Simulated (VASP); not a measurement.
# ZnSe (F-43m) in VASP: notebook

ZnSe is run at these levels: PBE; tasks: vibrations by perturbation theory, elastic constants.

All numbers are computed with VASP 6.6.1; they aren't measurements. Logs are shortened: lines on timing, memory, paths and dates and some standing lists are left out, and cuts for length are marked.

## (1) The cell of the first run

It takes space group F-43m (No. 216, cubic). Conventional cell: a = 5.733 Å, b = 5.733 Å, c = 5.733 Å, α = 90.00°, β = 90.00°, γ = 90.00°. Within 3.3 Å of Zn (site symmetry -43m) lie 4 Se at 2.48 Å. Se (site symmetry -43m) has 4 Zn at 2.48 Å within 3.3 Å.

## (2) Vibrations by perturbation theory, PBE

INCAR reads:

```
PREC = Accurate
ENCUT = 520
EDIFF = 1E-8
ISMEAR = 0
SIGMA = 0.01
LREAL = F
LASPH = T
NELM = 100
ALGO = Normal
ISIF = 2
LWAVE = F
LCHARG = T
GGA = PE
IBRION = 8
NSW = 1
LEPSILON = T
```

KPOINTS reads:

```
Automatic mesh
0
Gamma
  8 8 8
```

POSCAR reads:

```
ZnSe
1.0
    0.0000000000      2.8663585237      2.8663585237
    2.8663585237      0.0000000000      2.8663585237
    2.8663585237      2.8663585237      0.0000000000
Zn Se
1 1
Direct
    0.0000000000      0.0000000000      0.0000000000
    0.7500000000      0.7500000000      0.7500000000
```

Potentials or basis: VASP PAW PBE potentials, release 64 (Zn, Se).

The run is started by

```sh
cat potpaw_PBE.64/Zn/POTCAR potpaw_PBE.64/Se/POTCAR > POTCAR
mpirun -np 1 vasp_std > vasp.out
```

OUTCAR:

```text
PREC = Accurate
   ENCUT = 520
   EDIFF = 1E-8
   ISMEAR = 0
   LREAL = F
   LASPH = T
   NELM = 100
   ISIF = 2
   GGA = PE
   IBRION = 8
   NSW = 1
   LEPSILON = T

 ion  position               nearest neighbor table
   1  0.000  0.000  0.000-   2 2.48   2 2.48   2 2.48   2 2.48
   2  0.750  0.750  0.750-   1 2.48   1 2.48   1 2.48   1 2.48

  LATTYP: Found a face centered cubic cell.
 ALAT       =     5.7327170474

  Lattice vectors:

 A1 = (   0.0000000000,   2.8663585237,   2.8663585237)
 A2 = (   2.8663585237,   0.0000000000,   2.8663585237)
 A3 = (   2.8663585237,   2.8663585237,   0.0000000000)

Analysis of symmetry for initial positions (statically):
=====================================================================
 Subroutine PRICEL returns:
 Original cell was already a primitive cell.

 Routine SETGRP: Setting up the symmetry group for a
 face centered cubic supercell.

 Subroutine GETGRP returns: Found 24 space group operations
 (whereof 24 operations were pure point group operations)
 out of a pool of 48 trial point group operations.

The static configuration has the point symmetry T_d .

Analysis of symmetry for dynamics (positions and initial velocities):
=====================================================================
 Subroutine PRICEL returns:
 Original cell was already a primitive cell.

 Routine SETGRP: Setting up the symmetry group for a
 face centered cubic supercell.

 Subroutine GETGRP returns: Found 24 space group operations
 (whereof 24 operations were pure point group operations)
 out of a pool of 48 trial point group operations.

The dynamic configuration has the point symmetry T_d .

 Subroutine INISYM returns: Found 24 space group operations
 (whereof 24 operations are pure point group operations),
 and found     1 'primitive' translations

----------------------------------------------------------------------------------------
[... 614 lines left out ...]
     0.00000  0.01162  4.51009
     0.00000  4.51009  0.01162

 MACROSCOPIC STATIC DIELECTRIC TENSOR (including local field effects in DFT)
 ------------------------------------------------------
           8.054542    -0.000000     0.000000
           0.000000     8.054542    -0.000000
           0.000000    -0.000000     8.054542
 ------------------------------------------------------

 PIEZOELECTRIC TENSOR (including local field effects)  for field in x, y, z        (e  Angst)
          XX          YY          ZZ          XY          YZ          ZX
  --------------------------------------------------------------------------------
  x     0.00000     0.00000     0.00000     0.00000     2.16130     0.00000
  y    -0.00000     0.00000    -0.00000     0.00000     0.00000     2.16130
  z    -0.00000    -0.00000     0.00000     2.16130     0.00000     0.00000

 PIEZOELECTRIC TENSOR (including local field effects)  for field in x, y, z        (C/m^2)
          XX          YY          ZZ          XY          YZ          ZX
  --------------------------------------------------------------------------------
  x     0.00000     0.00000     0.00000     0.00000     0.73520     0.00000
  y    -0.00000     0.00000    -0.00000     0.00000     0.00000     0.73520
  z    -0.00000    -0.00000     0.00000     0.73520     0.00000     0.00000

 BORN EFFECTIVE CHARGES (including local field effects) (in |e|, cummulative output)
 ---------------------------------------------------------------------------------
 ion    1
    1     2.14375    -0.00000    -0.00000
    2    -0.00000     2.14375    -0.00000
    3    -0.00000    -0.00000     2.14375
 ion    2
    1    -2.14375     0.00000     0.00000
    2     0.00000    -2.14375     0.00000
    3     0.00000     0.00000    -2.14375

 INTERNAL STRAIN TENSOR FOR ION    2 for displacements in x,y,z  (eV/Angst):
          X           Y           Z          XY          YZ          ZX
  --------------------------------------------------------------------------------
  x     0.00000    -0.00000    -0.00000     0.00000     4.51009     0.00000
  y     0.00000     0.00000     0.00000     0.00000     0.00000     4.51009
  z    -0.00000    -0.00000     0.00000     4.51009     0.00000     0.00000

 SECOND DERIVATIVES (NOT SYMMETRIZED)
 ------------------------------------
               1X          1Y          1Z          2X          2Y          2Z
  1X    -5.112990    0.000000    0.000000    5.112990    0.000000    0.000000
  1Y     0.000000   -5.112990    0.000000    0.000000    5.112990    0.000000
  1Z     0.000000    0.000000   -5.112990    0.000000    0.000000    5.112990
  2X     5.070793    0.000000    0.000000   -5.070793    0.000000    0.000000
  2Y     0.000000    5.070793    0.000000    0.000000   -5.070793    0.000000
  2Z     0.000000    0.000000    5.070793    0.000000    0.000000   -5.070793

 Eigenvectors and eigenvalues of the dynamical matrix
 ----------------------------------------------------

   1 f  =    5.899632 THz    37.068483 2PiTHz  196.790551 cm-1    24.398908 meV
             X         Y         Z           dx          dy          dz
      0.000000  0.000000  0.000000     0.740983    0.000000    0.000000
      4.299538  4.299538  4.299538    -0.671524    0.000000    0.000000
[... 21 lines left out ...]
   6 f/i=    0.012164 THz     0.076429 2PiTHz    0.405748 cm-1     0.050306 meV
             X         Y         Z           dx          dy          dz
      0.000000  0.000000  0.000000     0.601502    0.288675   -0.076193
      4.299538  4.299538  4.299538     0.663719    0.318534   -0.084075

--------------------------------------------------------------------------------------------------------

 MACROSCOPIC STATIC DIELECTRIC TENSOR IONIC CONTRIBUTION
 ------------------------------------------------------
           3.467463    -0.000000    -0.000000
          -0.000000     3.467463    -0.000000
          -0.000000    -0.000000     3.467463
 ------------------------------------------------------

 ELASTIC MODULI CONTR FROM IONIC RELAXATION (kBar)
 Direction    XX          YY          ZZ          XY          YZ          ZX
 --------------------------------------------------------------------------------
 XX          -0.0000     -0.0000      0.0000      0.0000     -0.0000     -0.0000
 YY          -0.0000     -0.0000     -0.0000      0.0000      0.0000     -0.0000
 ZZ           0.0000     -0.0000     -0.0000     -0.0000      0.0000     -0.0000
 XY           0.0000      0.0000     -0.0000   -136.4194      0.0000      0.0000
 YZ          -0.0000      0.0000      0.0000      0.0000   -136.4194      0.0000
 ZX          -0.0000     -0.0000     -0.0000      0.0000      0.0000   -136.4194
 --------------------------------------------------------------------------------

 PIEZOELECTRIC TENSOR IONIC CONTR  for field in x, y, z        (C/m^2)
          XX          YY          ZZ          XY          YZ          ZX
  --------------------------------------------------------------------------------
  x    -0.00000     0.00000     0.00000     0.00000    -0.64717     0.00000
  y    -0.00000    -0.00000    -0.00000     0.00000     0.00000    -0.64717
  z     0.00000     0.00000    -0.00000    -0.64717     0.00000     0.00000
```

OSZICAR:

```text
N       E                     dE             d eps       ncg     rms          rms(c)
DAV:   1     0.858104836658E+02    0.85810E+02   -0.90494E+03   754   0.154E+03
DAV:   2    -0.382200419249E+00   -0.86193E+02   -0.82662E+02   782   0.270E+02
DAV:   3    -0.626091252536E+01   -0.58787E+01   -0.58498E+01   944   0.712E+01
[... 198 lines left out ...]
RMM:   7    -0.827310691403E-01    0.22055E-05   -0.24123E-08  4216   0.113E-03    0.219E-04
RMM:   8    -0.827335560655E-01   -0.24869E-05    0.12528E-08  4322   0.311E-04    0.536E-05
RMM:   9    -0.827334935705E-01    0.62495E-07   -0.63564E-10  4188   0.155E-04    0.997E-06
RMM:  10    -0.827334039271E-01    0.89643E-07    0.81390E-09  4352   0.255E-05    0.617E-06
RMM:  11    -0.827334292807E-01   -0.25354E-07    0.27210E-10  3972   0.124E-05    0.261E-06
RMM:  12    -0.827334361990E-01   -0.69183E-08    0.16713E-09  2955   0.339E-06    0.334E-07
 Linear response finished
```

stdout:

```text
POSCAR found type information on POSCAR ZnSe
 POSCAR found :  2 types and       2 ions
 scaLAPACK will be used
 LDA part: xc-table for (Slater+PW92), standard interpolation
 POSCAR, INCAR and KPOINTS ok, starting setup
 FFT: planning ... GRIDC
 FFT: planning ... GRID_SOFT
 FFT: planning ... GRID
 WAVECAR not read
 entering main loop
[... 24 lines left out ...]
 dielectric tensor                  component  3 :     1.358     1.199     8.055
 Linear response DOF=           2
 Linear response progress:
 first order change of Fermi-energy  -0.29150E+00
 force on displaced ion       1 direction 1 :  -5.113  -0.000  -0.000
 Born effective charge ion    1 direction 1 :   2.119   0.000   0.000
 Linear response progress:
 first order change of Fermi-energy   0.29183E+00
 force on displaced ion       2 direction 1 :  -5.071   0.000   0.000
 Born effective charge ion    2 direction 1 :  -2.167   0.000   0.000
 Born effective charges drift removed
 Linear response finished
```

It took 13 min on 1 thread of AMD EPYC 7R43 (Zen 3), shared host; peak memory 0.27 GiB.

Results:

```
Electronic dielectric tensor (diagonal)                 : 8.05
Born charges (mean of the diagonal)                     : Zn +2.14; Se -2.14 e
Highest phonon frequency at Γ, LO-TO splitting left out : 197 cm⁻¹
```

Phonon frequencies in cm⁻¹ (negative: imaginary):
```csv
q point,frequencies
"(0.000, 0.000, 0.000)",0 0 0 197 197 197
```

Electronic dielectric tensor:
```
8.05 0.00 0.00
0.00 8.05 0.00
0.00 0.00 8.05
```

Born effective charge tensors (e):
atom 1, Zn
```
2.14 0.00 0.00
0.00 2.14 0.00
0.00 0.00 2.14
```
atom 2, Se
```
-2.14  0.00  0.00
 0.00 -2.14  0.00
 0.00  0.00 -2.14
```

## (3) Elastic constants, PBE

INCAR reads:

```
SYSTEM = ZnSe
PREC = Accurate
ENCUT = 600
EDIFF = 1E-8
ISMEAR = 0
SIGMA = 0.01
LREAL = .False.
LASPH = .True.
NELM = 100
ALGO = Normal
ISIF = 3
LWAVE = .False.
LCHARG = .True.
GGA = PE
NBANDS = 16
IBRION = 6
NFREE = 2
POTIM = 0.015
NSW = 1
```

KPOINTS reads:

```
Automatic mesh
0
Gamma
  8 8 8
  0 0 0
```

POSCAR is that of step 2.

Potentials or basis: VASP PAW PBE potentials, release 64 (Zn, Se).

The run is started by

```sh
cat potpaw_PBE.64/Zn/POTCAR potpaw_PBE.64/Se/POTCAR > POTCAR
mpirun -np 1 vasp_std > vasp.out
```

Wall time 21 min (1 thread of AMD EPYC 7R43 (Zen 3), shared host); peak memory 0.31 GiB.

It converged, with:

* Elastic constants C11, C12, C44: 80, 46, 37 GPa
* Voigt bulk modulus: 57 GPa
* Highest phonon frequency at Γ, LO-TO splitting left out: 197 cm⁻¹

Phonon frequencies in cm⁻¹ (negative: imaginary):
```tsv
q point	frequencies
(0.000, 0.000, 0.000)	0 0 0 197 197 197
```

Elastic tensor in Voigt notation (GPa, in the Cartesian axes of the cell as first typed):
```
80 46 46  0  0  0
46 80 46  0  0  0
46 46 80  0  0  0
 0  0  0 37  0  0
 0  0  0  0 37  0
 0  0  0  0  0 37
```

Clamped-ion elastic tensor (GPa):
```
80 46 46  0  0  0
46 80 46  0  0  0
46 46 80  0  0  0
 0  0  0 52  0  0
 0  0  0  0 52  0
 0  0  0  0  0 52
```
